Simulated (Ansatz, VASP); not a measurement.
**Al32H in VASP and in Ansatz**

Contents of INCAR:

```
SYSTEM = Al32H
  PREC = Accurate
  ENCUT = 520
  EDIFF = 1E-6
  ISMEAR = 0
  SIGMA = 0.1
  LREAL = Auto
  LASPH = .True.
  NELM = 60
  ALGO = Normal
  ISIF = 2
  LWAVE = .False.
  LCHARG = .False.
  LDIPOL = .True.
  IDIPOL = 3
  DIPOL = 0.5 0.5 0.370
  GGA = PE
  IVDW = 12
  NBANDS = 70
```

Contents of KPOINTS:

```
Automatic mesh
0
Gamma
  6 6 1
  0 0 0
```

Contents of POSCAR:

```
Al32H
1.0
    5.6288445222      0.0000000000      0.0000000000
   -2.8144222611      4.8747223502      0.0000000000
    0.0000000000      0.0000000000     33.5549453352
Al H
32 1
Direct
    0.1666666667      0.3333333333      0.1192074658
    0.1666666667      0.8333333333      0.1192074658
    0.6666666667      0.3333333333      0.1192074658
    0.6666666667      0.8333333333      0.1192074658
    0.0000000000      0.0000000000      0.1880575786
    0.0000000000      0.5000000000      0.1880575786
    0.5000000000      0.0000000000      0.1880575786
    0.5000000000      0.5000000000      0.1880575786
    0.3333333333      0.1666666667      0.2569076914
    0.3333333333      0.6666666667      0.2569076914
    0.8333333333      0.1666666667      0.2569076914
    0.8333333333      0.6666666667      0.2569076914
    0.0000000000      0.0000000000      0.3257578042
    0.0000000000      0.5000000000      0.3257578042
    0.5000000000      0.0000000000      0.3257578042
    0.5000000000      0.5000000000      0.3257578042
    0.1666666667      0.3333333333      0.3941383343
    0.1666666667      0.8333333333      0.3941383343
    0.6666666667      0.3333333333      0.3941383343
    0.6666666667      0.8333333333      0.3941383343
    0.0000000000      0.0000000000      0.4632563468
    0.0000000000      0.5000000000      0.4632563468
    0.5000000000      0.0000000000      0.4632563468
    0.5000000000      0.5000000000      0.4632563468
    0.3333333333      0.1666666667      0.5326957441
    0.3333333333      0.6666666667      0.5326957441
    0.8333333333      0.1666666667      0.5326957441
    0.8333333333      0.6666666667      0.5326957441
    0.0000000000      0.0000000000      0.6036351761
    0.0000000000      0.5000000000      0.6036351761
    0.5000000000      0.0000000000      0.6036351761
    0.5000000000      0.5000000000      0.6036351761
    0.1666666667      0.0833333333      0.6781398422
```

Input for Ansatz:

```yaml
crystal:
  lattice:
    - [5.6288445222, 0.0, 0.0]
    - [-2.8144222611, 4.8747223502, 0.0]
    - [0.0, 0.0, 33.5549453352]
  atoms:
    - { symbol: Al, position: [0.1666666667, 0.3333333333, 0.1192074658] }
    - { symbol: Al, position: [0.1666666667, 0.8333333333, 0.1192074658] }
    - { symbol: Al, position: [0.6666666667, 0.3333333333, 0.1192074658] }
    - { symbol: Al, position: [0.6666666667, 0.8333333333, 0.1192074658] }
    - { symbol: Al, position: [0.0, 0.0, 0.1880575786] }
    - { symbol: Al, position: [0.0, 0.5, 0.1880575786] }
    - { symbol: Al, position: [0.5, 0.0, 0.1880575786] }
    - { symbol: Al, position: [0.5, 0.5, 0.1880575786] }
    - { symbol: Al, position: [0.3333333333, 0.1666666667, 0.2569076914] }
    - { symbol: Al, position: [0.3333333333, 0.6666666667, 0.2569076914] }
    - { symbol: Al, position: [0.8333333333, 0.1666666667, 0.2569076914] }
    - { symbol: Al, position: [0.8333333333, 0.6666666667, 0.2569076914] }
    - { symbol: Al, position: [0.0, 0.0, 0.3257578042] }
    - { symbol: Al, position: [0.0, 0.5, 0.3257578042] }
    - { symbol: Al, position: [0.5, 0.0, 0.3257578042] }
    - { symbol: Al, position: [0.5, 0.5, 0.3257578042] }
    - { symbol: Al, position: [0.1666666667, 0.3333333333, 0.3941383343] }
    - { symbol: Al, position: [0.1666666667, 0.8333333333, 0.3941383343] }
    - { symbol: Al, position: [0.6666666667, 0.3333333333, 0.3941383343] }
    - { symbol: Al, position: [0.6666666667, 0.8333333333, 0.3941383343] }
    - { symbol: Al, position: [0.0, 0.0, 0.4632563468] }
    - { symbol: Al, position: [0.0, 0.5, 0.4632563468] }
    - { symbol: Al, position: [0.5, 0.0, 0.4632563468] }
    - { symbol: Al, position: [0.5, 0.5, 0.4632563468] }
    - { symbol: Al, position: [0.3333333333, 0.1666666667, 0.5326957441] }
    - { symbol: Al, position: [0.3333333333, 0.6666666667, 0.5326957441] }
    - { symbol: Al, position: [0.8333333333, 0.1666666667, 0.5326957441] }
    - { symbol: Al, position: [0.8333333333, 0.6666666667, 0.5326957441] }
    - { symbol: Al, position: [0.0, 0.0, 0.6036351761] }
    - { symbol: Al, position: [0.0, 0.5, 0.6036351761] }
    - { symbol: Al, position: [0.5, 0.0, 0.6036351761] }
    - { symbol: Al, position: [0.5, 0.5, 0.6036351761] }
    - { symbol: H, position: [0.1666666667, 0.0833333333, 0.6781398422] }
basis:
  ecutwfc: 420
kpoints:
  mp_grid: { grid: [6, 6, 1] }
hamiltonian:
  xc: pbe
  pseudopotentials: { kind: paw, azcp: { folder: soft_1 } }
  dispersion: d3bj
scf:
  occupations: { method: gaussian, width: 0.1 }
output:
  forces: true
  eigenvalues: true
efield:
  axis: 3
  dipole_correction: true
  ramp_width: 0.04
```

Alike in both runs: task single point; functional PBE; dispersion D3(BJ); k mesh 6 × 6 × 1; occupations gaussian, width 0.1 eV; no spin polarisation.

```csv
,VASP,Ansatz
version,VASP 6.6.1,Ansatz 0.2.0
potentials or method,"VASP PAW PBE potentials, release 64 (Al, H), cutoff 520 eV","scalar-relativistic, plane waves, PAW"
valence electrons in the cell,97,97
```

```csv
,VASP,Ansatz,Ansatz less VASP
gap on the k mesh at the Fermi level (eV),none,none,-
rms of the force components (eV/Å),0.193,0.193,-0.0004
```

Atom by atom the forces differ by 0.001 eV/Å (rms over components). A gap of «none» marks a metal or a gap that the smearing closes.
